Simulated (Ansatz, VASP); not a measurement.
# One calculation of Si14C13, two programs

```
Si C
1.0
     0.00000    6.53700    6.53700
     6.53700    0.00000    6.53700
     6.53700    6.53700    0.00000
Si C
28 26
Direct
  0.00000 0.00000 0.00000
  0.00000 0.00000 0.33333
  0.00000 0.00000 0.66667
  0.00000 0.33333 0.00000
  0.00000 0.33333 0.33333
  0.00000 0.33333 0.66667
  0.00000 0.66667 0.00000
  0.00000 0.66667 0.33333
  0.00000 0.66667 0.66667
  0.33333 0.00000 0.00000
  0.33333 0.00000 0.33333
  0.33333 0.00000 0.66667
  0.33333 0.33333 0.00000
  0.33333 0.33333 0.33333
  0.33333 0.33333 0.66667
  0.33333 0.66667 0.00000
  0.33333 0.66667 0.33333
  0.33333 0.66667 0.66667
  0.66667 0.00000 0.00000
  0.66667 0.00000 0.33333
  0.66667 0.00000 0.66667
  0.66667 0.33333 0.00000
  0.66667 0.33333 0.33333
  0.66667 0.33333 0.66667
  0.66667 0.66667 0.00000
  0.66667 0.66667 0.33333
  0.66667 0.66667 0.66667
  0.08333 0.08333 0.08333
  0.08333 0.08333 0.41667
  0.08333 0.08333 0.75000
  0.08333 0.41667 0.08333
  0.08333 0.41667 0.41667
  0.08333 0.41667 0.75000
  0.08333 0.75000 0.08333
  0.08333 0.75000 0.41667
  0.08333 0.75000 0.75000
  0.41667 0.08333 0.08333
  0.41667 0.08333 0.41667
  0.41667 0.08333 0.75000
  0.41667 0.41667 0.08333
  0.41667 0.41667 0.41667
  0.41667 0.41667 0.75000
  0.41667 0.75000 0.08333
  0.41667 0.75000 0.41667
  0.41667 0.75000 0.75000
  0.75000 0.08333 0.08333
  0.75000 0.08333 0.41667
  0.75000 0.08333 0.75000
  0.75000 0.41667 0.08333
  0.75000 0.41667 0.41667
  0.75000 0.41667 0.75000
  0.75000 0.75000 0.08333
  0.75000 0.75000 0.41667
  0.75000 0.75000 0.75000
```

Alike in both runs: task electric field gradients; functional PBE; k mesh 3 × 3 × 3; occupations fermi-dirac, width 0.01 eV; no spin polarisation.

```csv
,VASP,Ansatz
version,VASP 6.6.1,Ansatz 0.2.0
potentials or method,"VASP PAW PBE potentials, release 64 (Si, C)","plane-wave PAW, scalar-relativistic"
plane-wave cutoff (eV),520,420
valence electrons in the cell,216,216
```

|  | VASP | Ansatz | Ansatz less VASP |
| --- | --- | --- | --- |
| gap on the k mesh at the Fermi level (eV) | 1.28 | 1.28 | +0.005 |
| pressure (GPa) | 12.0 | 12.1 | +0.07 |
| rms of the force components (eV/Å) | 1.647 | 1.651 | +0.0046 |
| size of Vzz on the site where it differs most (V/Å²) | 61.5 | 53.0 | -8.55 |

Atom by atom the forces differ by 0.005 eV/Å (rms over components).
